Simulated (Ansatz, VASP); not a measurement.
**SiC: VASP beside Ansatz**

File POSCAR:

```
SiC
1.0
    3.0752975751      0.0000000000      0.0000000000
   -1.5376487876      2.6632858243      0.0000000000
    0.0000000000      0.0000000000      4.7454405405
Si C
2 2
Direct
    0.3333333333      0.6666666667      0.4951412011
    0.6666666667      0.3333333333      0.9951412011
    0.3333333333      0.6666666667      0.8798587989
    0.6666666667      0.3333333333      0.3798587989
```

Contents of INCAR.step1:

```
  ALGO = Normal
  EDIFF = 1E-4
  ENCUT = 520
  GGA = PE
  ISMEAR = 0
  LASPH = T
  LCHARG = F
  LREAL = F
  LWAVE = T
  NBANDS = 16
  NELM = 60
  PREC = Accurate
  SIGMA = 0.02
```

File INCAR.step2:

```
  ALGO = Normal
  EDIFF = 1E-7
  ENCUT = 520
  ISIF = 2
  ISMEAR = 0
  ISTART = 1
  LASPH = T
  LCHARG = F
  LMIXTAU = T
  LREAL = F
  LWAVE = F
  METAGGA = R2SCAN
  NBANDS = 16
  NELM = 60
  PREC = Accurate
  SIGMA = 0.02
```

File KPOINTS:

```
k-points
0
Gamma
  12 12 6
```

Input for Ansatz:

```yaml
crystal:
  lattice:
    - [3.0752975751, 0.0, 0.0]
    - [-1.5376487876, 2.6632858243, 0.0]
    - [0.0, 0.0, 4.7454405405]
  atoms:
    - { symbol: Si, position: [0.3333333333, 0.6666666667, 0.4951412011] }
    - { symbol: Si, position: [0.6666666667, 0.3333333333, 0.9951412011] }
    - { symbol: C, position: [0.3333333333, 0.6666666667, 0.8798587989] }
    - { symbol: C, position: [0.6666666667, 0.3333333333, 0.3798587989] }
basis:
  ecutwfc: 500
kpoints:
  mp_grid: { grid: [12, 12, 6] }
  band_path: { path: [VBM, CBM], npoints: 2 }
hamiltonian:
  xc: r2scan
scf:
  occupations: { method: gaussian, width: 0.02 }
output:
  forces: true
  stress: true
  eigenvalues: true
checkpoint:
  read: start.run
  write: ck
  compress: false
  write_wavefunctions: false
  write_every: 100000
```

Alike in both runs: task single point; functional r2SCAN; k mesh 12 × 12 × 6; occupations gaussian, width 0.02 eV; no spin polarisation.

|  | VASP | Ansatz |
| --- | --- | --- |
| version | VASP 6.6.1 | Ansatz 0.2.0 |
| potentials or method | VASP PAW PBE potentials, release 64 (Si, C), cutoff 520 eV | scalar-relativistic, plane waves, PAW |
| valence electrons in the cell | 16 | 16 |

```csv
,VASP,Ansatz,Ansatz less VASP
gap on the k mesh at the Fermi level (eV),2.43,2.43,-0.003
least direct gap on the mesh (eV),4.08,4.07,-0.007
pressure (GPa),15.4,15.6,+0.24
"traceless stress, the component that is largest in VASP (GPa)",22.51,22.33,-0.180
```

VASP's potentials were made for PBE, not for r2SCAN. The functional is the same, so the differences come from potentials, cutoffs and numerics.
